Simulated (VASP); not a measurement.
Runs of VASP 6.6.1 on W. The structure is that of space group Fm-3m (No. 225), or close to it. The cells are those of the table. 

```csv
task,cell,k mesh,cutoff (eV),smearing,gap on the mesh (eV),pressure (GPa)
single point,"a = 2.827 Å, angles 90.0, 60.0, 120.0°, 1 atom",12 × 12 × 15,520,gaussian 0.1 eV,none,(c)
single point,"a = 2.882 Å, angles 60.0°, 1 atom",18 × 18 × 18,520,gaussian 0.1 eV,none,-15.2
single point,"a = 2.769 Å, angles 60.0°, 1 atom",18 × 18 × 18,520,gaussian 0.1 eV,none,22.2
single point,"a = 3.012 Å, angles 60.0°, 1 atom",18 × 18 × 18,520,gaussian 0.1 eV,none,-38.7
single point,"a = 2.817 Å, angles 60.0°, 1 atom",18 × 18 × 18,520,gaussian 0.1 eV,none,(b)
relaxation of cell and atoms,"relaxed from a = 2.871 Å, angles 60.0°, 1 atom",8 × 8 × 8,600,gaussian 0.1 eV,none,-0.1
single point,"a = 2.827, b = 3.998 Å, angles 45.0, 60.0, 90.0°, 1 atom",12 × 9 × 24,520,gaussian 0.1 eV,none,0.6
single point,"a = 2.847 Å, angles 60.0°, 1 atom",20 × 20 × 20,520,fermi-dirac 0.15 eV,none,(a)
single point,"a = 2.807 Å, angles 60.0°, 1 atom",20 × 20 × 20,520,fermi-dirac 0.15 eV,none,7.8
single point,"a = 2.809 Å, angles 60.0°, 1 atom",20 × 20 × 20,520,fermi-dirac 0.15 eV,none,7.1
```

Alike in all rows: level PBEsol; potentials or basis VASP PAW PBE potentials, release 64 (W_sv); no spin polarisation.

Problem. Estimate the missing entries.

Solution. (a) -5.1; (b) 4.1; (c) 0.3.

Caveats: the PAW data sets were made with another functional, which shifts forces and pressure a little; spin-orbit coupling is left out, which moves the levels of the heavy elements.

A k mesh can miss the band edges, and the runs leave out spin-orbit coupling on W.

A gap of «none» marks levels without a gap at the run's occupations.
